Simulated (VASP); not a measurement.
ZnS, 4 atoms in the cell. The structure is hexagonal, space group P6_3mc (No. 186). Conventional cell: a = 3.823 Å, b = 3.823 Å, c = 6.261 Å, α = 90.00°, β = 90.00°, γ = 120.00°. Zn (site symmetry 3m) has 4 S at 2.34 to 2.35 Å within 3.1 Å. S (site symmetry 3m) has 4 Zn at 2.34 to 2.35 Å within 3.1 Å. 

```yaml
Program: VASP 6.6.1
Task: electric field gradients
Functional: r2SCAN
Potentials_or_basis: VASP PAW PBE potentials, release 64 (Zn, S)
Cutoff: 520 eV
k_mesh: 13 × 13 × 7
Occupations: fermi-dirac, width 0.02 eV
Spin: no spin polarisation
Dipole_correction: no
Further_INCAR_settings: ALGO = Normal; EDIFF = 1e-08; NBANDS = 26
```

Potentials or basis: VASP PAW PBE potentials, release 64 (Zn, S).

Launch:

```console
$ cat potpaw_PBE.64/Zn/POTCAR potpaw_PBE.64/S/POTCAR > POTCAR
$ cp INCAR.step1 INCAR
$ mpirun -np 1 vasp_std > vasp.out
$ cp INCAR.step2 INCAR
$ mpirun -np 1 vasp_std > vasp.out
```

Hardware: 1 thread of Intel Xeon 8259CL (shared host).

**Question.** How long does it take, and how much memory?

**Answer.** It took 15 min on 1 thread of Intel Xeon 8259CL, on a shared host, peak memory 0.3 GiB. Counts: k points 84.
